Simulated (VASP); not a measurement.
# Ti8C5 (R-3m) in VASP: a series of runs

Runs on Ti8C5. Level: PBEsol. Tasks: single point.

All numbers are computed with VASP 6.6.1; they aren't measurements. Logs are shortened: lines on timing, memory, paths and dates and some standing lists are left out, and cuts for length are marked.

## (1) The cell of the first run

Symmetry: R-3m, No. 166, trigonal system. Conventional cell: a = 6.130 Å, b = 6.130 Å, c = 14.897 Å, α = 90.00°, β = 90.00°, γ = 120.00°. Within 3.3 Å of Ti (site symmetry m) lie 4 C at 2.10 to 2.17 Å and 12 Ti at 2.88 to 3.22 Å. Within 2.9 Å of Ti (site symmetry 3m) lie 3 C at 2.11 Å and 3 Ti at 2.88 Å. C (site symmetry 2/m) has 6 Ti at 2.10 to 2.11 Å within 2.8 Å. Within 2.9 Å of C (site symmetry -3m) lie 6 Ti at 2.17 Å. C (site symmetry -3m) has 6 Ti at 2.16 Å within 2.9 Å.

## (2) Single point, PBEsol (12.43 Å³/atom)

Contents of INCAR:

```
SYSTEM = Ti8C5
PREC = Accurate
ENCUT = 520
EDIFF = 1E-6
ISMEAR = 0
SIGMA = 0.1
LREAL = .False.
LASPH = .True.
NELM = 60
ALGO = Normal
ISIF = 2
LWAVE = .False.
LCHARG = .True.
GGA = PS
LELF = .True.
LVHAR = .True.
NBANDS = 70
```

Contents of KPOINTS:

```
regular mesh
0
Gamma
  6 6 6
  0 0 0
```

Contents of POSCAR:

```
Ti8C5
1.0
    3.0650659206      1.7696166343      4.9656448273
   -3.0650659206      1.7696166343      4.9656448273
    0.0000000000     -3.5392332687      4.9656448273
Ti C
8 5
Direct
    0.2497627009      0.7649366888      0.2497627009
    0.2497627009      0.2497627009      0.7649366888
    0.7649366888      0.2497627009      0.2497627009
    0.2350633112      0.7502372991      0.7502372991
    0.7502372991      0.2350633112      0.7502372991
    0.7502372991      0.7502372991      0.2350633112
    0.2436748697      0.2436748697      0.2436748697
    0.7563251303      0.7563251303      0.7563251303
    0.0000000000      0.0000000000      0.5000000000
    0.5000000000      0.0000000000      0.0000000000
    0.0000000000      0.5000000000      0.0000000000
    0.5000000000      0.5000000000      0.5000000000
    0.0000000000      0.0000000000      0.0000000000
```

Potentials or basis: VASP PAW PBE potentials, release 64 (Ti_sv, C).

Run with:

```console
> cat potpaw_PBE.64/Ti_sv/POTCAR potpaw_PBE.64/C/POTCAR > POTCAR
> mpirun -np 1 vasp_std > vasp.out
```

OUTCAR:

```text
SYSTEM = Ti8C5
   PREC = Accurate
   ENCUT = 520
   EDIFF = 1E-6
   ISMEAR = 0
   LREAL = .False.
   LASPH = .True.
   NELM = 60
   ISIF = 2
   GGA = PS

 ion  position               nearest neighbor table
   1  0.250  0.765  0.250-  10 2.10   9 2.10  13 2.16  12 2.17   7 2.88
   2  0.250  0.250  0.765-  10 2.10  11 2.10  13 2.16  12 2.17   7 2.88
   3  0.765  0.250  0.250-  11 2.10   9 2.10  13 2.16  12 2.17   7 2.88
   4  0.235  0.750  0.750-  11 2.10   9 2.10  13 2.16  12 2.17   8 2.88
   5  0.750  0.235  0.750-  10 2.10   9 2.10  13 2.16  12 2.17   8 2.88
   6  0.750  0.750  0.235-  10 2.10  11 2.10  13 2.16  12 2.17   8 2.88
   7  0.244  0.244  0.244-   9 2.11  10 2.11  11 2.11   3 2.88   1 2.88   2 2.88
   8  0.756  0.756  0.756-   9 2.11  10 2.11  11 2.11   5 2.88   4 2.88   6 2.88
   9  0.000  0.000  0.500-   1 2.10   3 2.10   4 2.10   5 2.10   7 2.11   8 2.11
  10  0.500  0.000  0.000-   1 2.10   5 2.10   2 2.10   6 2.10   7 2.11   8 2.11
  11  0.000  0.500  0.000-   3 2.10   4 2.10   2 2.10   6 2.10   7 2.11   8 2.11
  12  0.500  0.500  0.500-   2 2.17   6 2.17   3 2.17   4 2.17   5 2.17   1 2.17
  13  0.000  0.000  0.000-   2 2.16   6 2.16   3 2.16   4 2.16   5 2.16   1 2.16

  LATTYP: Found a trigonal (rhomboedric) cell.
 ALAT       =     6.0978521367
 COS(alpha) =     0.4946923700

  Lattice vectors:

 A1 = (   3.0650659206,   1.7696166343,   4.9656448273)
 A2 = (  -3.0650659206,   1.7696166343,   4.9656448273)
 A3 = (   0.0000000000,  -3.5392332687,   4.9656448273)

Analysis of symmetry for initial positions (statically):
=====================================================================
 Subroutine PRICEL returns:
 Original cell was already a primitive cell.

 Routine SETGRP: Setting up the symmetry group for a
 trigonal (rhombohedral) supercell.

 Subroutine GETGRP returns: Found 12 space group operations
 (whereof 12 operations were pure point group operations)
 out of a pool of 12 trial point group operations.

The static configuration has the point symmetry D_3d.

Analysis of symmetry for dynamics (positions and initial velocities):
=====================================================================
 Subroutine PRICEL returns:
 Original cell was already a primitive cell.

 Routine SETGRP: Setting up the symmetry group for a
 trigonal (rhombohedral) supercell.

 Subroutine GETGRP returns: Found 12 space group operations
 (whereof 12 operations were pure point group operations)
 out of a pool of 12 trial point group operations.

The dynamic configuration has the point symmetry D_3d.

 Subroutine INISYM returns: Found 12 space group operations
 (whereof 12 operations are pure point group operations),
 and found     1 'primitive' translations

----------------------------------------------------------------------------------------

                                     Primitive cell

  volume of cell :     161.6017

  direct lattice vectors                    reciprocal lattice vectors
     3.065065921  1.769616634  4.965644827     0.163128629  0.094182358  0.067127905
    -3.065065921  1.769616634  4.965644827    -0.163128629  0.094182358  0.067127905
     0.000000000 -3.539233269  4.965644827     0.000000000 -0.188364715  0.067127905

  length of vectors
     6.097852137  6.097852137  6.097852137     0.199968551  0.199968551  0.199968551

  position of ions in fractional coordinates (direct lattice)
     0.249762701  0.764936689  0.249762701
     0.249762701  0.249762701  0.764936689
     0.764936689  0.249762701  0.249762701
     0.235063311  0.750237299  0.750237299
     0.750237299  0.235063311  0.750237299
     0.750237299  0.750237299  0.235063311
     0.243674870  0.243674870  0.243674870
     0.756325130  0.756325130  0.756325130
     0.000000000  0.000000000  0.500000000
     0.500000000  0.000000000  0.000000000
     0.000000000  0.500000000  0.000000000
     0.500000000  0.500000000  0.500000000
     0.000000000  0.000000000  0.000000000

  ion indices of the primitive-cell ions
   primitive index   ion index
                 1           1
                 2           2
                 3           3
                 4           4
                 5           5
                 6           6
                 7           7
                 8           8
                 9           9
                10          10
                11          11
                12          12
                13          13

----------------------------------------------------------------------------------------

 KPOINTS: regular mesh

Automatic generation of k-mesh.
 Grid dimensions read from file:
 generate k-points for:    6    6    6

 Generating k-lattice:

  Cartesian coordinates                     Fractional coordinates (reciprocal lattice)
     0.027188105  0.015697060  0.011187984     0.166666667  0.000000000  0.000000000
    -0.027188105  0.015697060  0.011187984     0.000000000  0.166666667  0.000000000
     0.000000000 -0.031394119  0.011187984    -0.000000000 -0.000000000  0.166666667

  Length of vectors
     0.033328092  0.033328092  0.033328092

  Shift w.r.t. Gamma in fractional coordinates (k-lattice)
     0.000000000  0.000000000  0.000000000

 Subroutine IBZKPT returns following result:
 ===========================================

 Found     32 irreducible k-points:

 Following reciprocal coordinates:
            Coordinates               Weight
  0.000000  0.000000  0.000000      1.000000
  0.166667 -0.000000  0.000000      6.000000
  0.333333 -0.000000  0.000000      6.000000
  0.500000 -0.000000  0.000000      3.000000
  0.166667  0.166667  0.000000      6.000000
  0.333333  0.166667  0.000000     12.000000
[... 16 lines left out ...]
  0.500000  0.500000  0.166667      6.000000
 -0.333333  0.500000  0.166667     12.000000
 [... further k-points ...]
   k-points           NKPTS =     32   k-points in BZ     NKDIM =     32   number of bands    NBANDS=     70
   number of dos      NEDOS =    301   number of ions     NIONS =     13
   total plane-waves  NPLWV = 110592
   dimension x,y,z NGX =    48 NGY =   48 NGZ =   48
   dimension x,y,z NGXF=    96 NGYF=   96 NGZF=   96
   ions per type =               8   5
   NGX,Y,Z   is equivalent  to a cutoff of  13.09, 13.09, 13.09 a.u.
   NGXF,Y,Z  is equivalent  to a cutoff of  26.17, 26.17, 26.17 a.u.
 SYSTEM =  Ti8C5
   PREC   = accura    normal or accurate (medium, high low for compatibility)
   ISTART =      0    job   : 0-new  1-cont  2-samecut
   ICHARG =      2    charge: 1-file 2-atom 10-const
   ISPIN  =      1    spin polarized calculation?
   LNONCOLLINEAR =      F non collinear calculations
   LSORBIT =      F    spin-orbit coupling
   LASPH  =      T    aspherical Exc in radial PAW
   ENCUT  =  520.0 eV  38.22 Ry    6.18 a.u.  11.34 11.34 11.34*2*pi/ulx,y,z
   NELM   =     60;   NELMIN=  2; NELMDL= -5     # of ELM steps
   EDIFF  = 0.1E-05   stopping-criterion for ELM
   LREAL  =      F    real-space projection
   EDIFFG = 0.1E-04   stopping-criterion for IOM
   NSW    =      0    number of steps for IOM
   IBRION =     -1    ionic relax: 0-MD 1-quasi-New 2-CG
   NFREE  =      0    steps in history (QN), initial steepest desc. (CG)
   ISIF   =      2    stress and relaxation
   ISYM   =      2    0-nonsym 1-usesym 2-fastsym
   POTIM  = 0.5000    time-step for ionic-motion
   TEBEG  =    0.0;   TEEND  =   0.0 temperature during run
   PSTRESS=    0.0 pullay stress
   NELECT =     116.0000    total number of electrons
   NUPDOWN=      -1.0000    fix difference up-down
   EMIN   =  10.00;   EMAX   =-10.00  energy-range for DOS
   EFERMI =   0.00;   METHOD = LEGACY
   ISMEAR =     0;   SIGMA  =   0.10  broadening in eV -4-tet -1-fermi 0-gaus
   EFERMI_NEDOS =   21; number of points for ismear=-14 and -15
   IALGO  =     38    algorithm
   IMIX   =      4    mixing-type and parameters
     AMIX     =   0.40;   BMIX     =  1.00
     AMIX_MAG =   1.60;   BMIX_MAG =  1.00
  volume/ion in A,a.u.               =      12.43        83.89
  Fermi-wavevector in a.u.,A,eV,Ry     =   1.465814  2.769987 29.233622  2.148611
  Thomas-Fermi vector in A             =   2.581626
   LORBIT       =      0    0 simple, 1 ext, 2 COOP (PROOUT), +10 PAW based schemes
   GGA     = PS    functional components
   LHFCALC =     F    Hartree Fock is set to
   AEXX    =    0.0000 exact exchange contribution
   IVDW    =     0    specifies the selected vdW correction
   LEPSILON=     F    determine dielectric tensor
   LRPA    =     F    only Hartree local field effects (RPA)
 non-spin polarized calculation
 Gauss-broadening in eV      SIGMA  =   0.10
  energy-cutoff  :      520.00
  volume of cell :      161.60
 maximum number of plane-waves:      4375
 NGX is ok and might be reduce to    48
   NGX = 23   NGY = 23   NGZ = 23

 number of electron     115.9999999 magnetization

 Free energy of the ion-electron system (eV)
  ---------------------------------------------------
  ext. energy  EPLUGINS =         0.00000000
  ---------------------------------------------------
  free energy    TOTEN  =      -125.28317402 eV

  energy without entropy =     -125.26225794  energy(sigma->0) =     -125.27271598

 E-fermi :   8.2283     XC(G=0): -12.0997

 val. band max:        8.2078855652   @ k =   0.3333   0.3333   0.0000
 cond. band min:       8.2681951426   @ k =   0.5000   0.5000   0.1667
 fundamental gap:      0.0603095774
 Fermi energy:         8.2282747431

 k-point     1 :       0.0000    0.0000    0.0000
  band No.  band energies     occupation
      1     -48.1962      2.00000
      2     -48.1777      2.00000
      3     -48.0557      2.00000
      4     -48.0216      2.00000
      5     -48.0216      2.00000
      6     -48.0197      2.00000
[... 62 lines left out ...]
     69      11.1792      0.00000
     70      11.2158      0.00000
[... 1677 lines left out ...]
     69      10.6143      0.00000
     70      10.8270      0.00000

 [... further k-points ...]
[... 5 lines left out ...]
  --------------------------------------------------------------------------------------
  -------------------------------------------------------------------------------------
  Total       -4.8675124     -4.8675124     -4.7321289      0.0000000      0.0000000      0.0000000
  in kB      -48.2582679    -48.2582679    -46.9160279      0.0000000      0.0000000      0.0000000
  external PRESSURE =     -47.8108546 kB  Pullay stress =       0.0000000 kB

 VOLUME and BASIS-vectors are now :
 -----------------------------------------------------------------------------
  energy-cutoff  :      520.00
  volume of cell :      161.60
      direct lattice vectors                 reciprocal lattice vectors
     3.065065921  1.769616634  4.965644827     0.163128629  0.094182358  0.067127905
    -3.065065921  1.769616634  4.965644827    -0.163128629  0.094182358  0.067127905
     0.000000000 -3.539233269  4.965644827     0.000000000 -0.188364715  0.067127905

 POSITION                                       TOTAL-FORCE (eV/Angst)
 -----------------------------------------------------------------------------------
     -1.57904      0.91166      6.27887         0.008546     -0.004934     -0.016166
      0.00000     -1.82332      6.27887        -0.000000      0.009868     -0.016166
      1.57904      0.91166      6.27887        -0.008546     -0.004934     -0.016166
     -1.57904     -0.91166      8.61806         0.008546      0.004934      0.016166
      1.57904     -0.91166      8.61806        -0.008546      0.004934      0.016166
      0.00000      1.82332      8.61806        -0.000000     -0.009868      0.016166
      0.00000     -0.00000      3.63001        -0.000000     -0.000000      0.031697
      0.00000     -0.00000     11.26693        -0.000000      0.000000     -0.031697
      0.00000     -1.76962      2.48282        -0.000000      0.000000      0.000000
      1.53253      0.88481      2.48282        -0.000000      0.000000      0.000000
     -1.53253      0.88481      2.48282        -0.000000      0.000000      0.000000
      0.00000     -0.00000      7.44847        -0.000000      0.000000      0.000000
      0.00000      0.00000      0.00000        -0.000000      0.000000      0.000000
 -----------------------------------------------------------------------------------
    total drift:                                0.000000     -0.000000      0.000000

  FREE ENERGIE OF THE ION-ELECTRON SYSTEM (eV)
  ---------------------------------------------------
  free  energy   TOTEN  =      -125.2831740227 eV

  energy  without entropy=     -125.2622579440  energy(sigma->0) =     -125.27271598
```

Run time: 5.5 min. Hardware: 1 thread of Intel Xeon 6975P-C (Granite Rapids), shared host; peak memory 0.47 GiB.

Results:

```yaml
Free_energy: -125.2832 eV
Pressure: -4.8 GPa
Largest_force: 0.032 eV/Å
Band_gap_on_the_k_mesh: zero (bands 58 and 59 overlap by 0.04 eV)
```

Forces on the atoms (eV/Å):
```
Ti   0.009 -0.005 -0.016
Ti   0.000  0.010 -0.016
Ti  -0.009 -0.005 -0.016
Ti   0.009  0.005  0.016
Ti  -0.009  0.005  0.016
Ti   0.000 -0.010  0.016
Ti   0.000  0.000  0.032
Ti   0.000  0.000 -0.032
C    0.000  0.000  0.000
C    0.000  0.000  0.000
C    0.000  0.000  0.000
C    0.000  0.000  0.000
C    0.000  0.000  0.000
```

Stress tensor (GPa, compression positive):
```
-4.83  0.00  0.00
 0.00 -4.83  0.00
 0.00  0.00 -4.69
```

Caveat: the cell stands under tension; the PAW data sets were made with another functional, which shifts forces and pressure a little.

## (3) Single point, PBEsol (12.79 Å³/atom)

This run uses another cell than the first one, of 12.79 Å³/atom.

Contents of INCAR:

```
SYSTEM = Ti8C5
  PREC = Accurate
  ENCUT = 520
  EDIFF = 1E-6
  ISMEAR = 0
  SIGMA = 0.1
  LREAL = .False.
  LASPH = .True.
  NELM = 60
  ALGO = Normal
  ISIF = 2
  LWAVE = .False.
  LCHARG = .False.
  GGA = PS
  NBANDS = 70
```

Contents of KPOINTS:

```
Automatic mesh
0
Gamma
  6 6 6
  0 0 0
```

Contents of POSCAR:

```
Ti8C5
1.0
    3.0907356577      1.7844370640      5.0257421970
   -3.0907356577      1.7844370640      5.0257421970
    0.0000000000     -3.5688741279      5.0257421970
Ti C
8 5
Direct
    0.2498622247      0.7668171264      0.2498622247
    0.2498622247      0.2498622247      0.7668171264
    0.7668171264      0.2498622247      0.2498622247
    0.2331828736      0.7501377753      0.7501377753
    0.7501377753      0.2331828736      0.7501377753
    0.7501377753      0.7501377753      0.2331828736
    0.2426855255      0.2426855255      0.2426855255
    0.7573144745      0.7573144745      0.7573144745
    0.0000000000      0.0000000000      0.5000000000
    0.5000000000      0.0000000000      0.0000000000
    0.0000000000      0.5000000000      0.0000000000
    0.5000000000      0.5000000000      0.5000000000
    0.0000000000      0.0000000000      0.0000000000
```

Potentials or basis: VASP PAW PBE potentials, release 64 (Ti_sv, C).

Run with:

```console
> cat potpaw_PBE.64/Ti_sv/POTCAR potpaw_PBE.64/C/POTCAR > POTCAR
> mpirun -np 1 vasp_std > vasp.out
```

Wall time 5.1 min (1 thread of Intel Xeon 6975P-C (Granite Rapids), shared host); peak memory 0.48 GiB.

Results (log left out):

```
Free energy            : -125.0786 eV
Pressure               : -9.0 GPa
Largest force          : 0.021 eV/Å
Band gap on the k mesh : zero (bands 58 and 59 overlap by 0.03 eV)
```

Forces in eV/Å, atoms in the order of the input:
```
Ti   0.009 -0.005 -0.018
Ti   0.000  0.010 -0.018
Ti  -0.009 -0.005 -0.018
Ti   0.009  0.005  0.018
Ti  -0.009  0.005  0.018
Ti   0.000 -0.010  0.018
Ti   0.000  0.000  0.018
Ti   0.000  0.000 -0.018
C    0.000  0.000  0.000
C    0.000  0.000  0.000
C    0.000  0.000  0.000
C    0.000  0.000  0.000
C    0.000  0.000  0.000
```

Levels at points of the mesh, in eV from the Fermi level:
| k point | band 54 | band 55 | band 56 | band 57 | band 58 | band 59 | band 60 | band 61 | band 62 | band 63 |
| --- | --- | --- | --- | --- | --- | --- | --- | --- | --- | --- |
| (0.00, 0.00, 0.00) | -1.34 | -0.96 | -0.96 | -0.54 | -0.54 | 0.70 | 0.70 | 0.86 | 1.88 | 1.88 |
| (0.50, 0.00, 0.00) | -0.81 | -0.75 | -0.43 | -0.22 | -0.18 | 0.25 | 0.72 | 0.82 | 0.83 | 1.21 |
| (0.50, 0.50, 0.00) | -1.04 | -0.54 | -0.53 | -0.48 | -0.27 | 0.29 | 0.43 | 0.48 | 0.85 | 1.14 |
| (0.50, 0.50, 0.50) | -0.83 | -0.75 | -0.75 | -0.64 | -0.64 | 0.33 | 0.84 | 0.84 | 1.38 | 1.38 |

Caveat: the cell stands under tension; the PAW data sets were made with another functional, which shifts forces and pressure a little.

(Part 1 of 3 ends here.)

The gap in the log of VASP goes by the Fermi energy; the results here count the filled bands.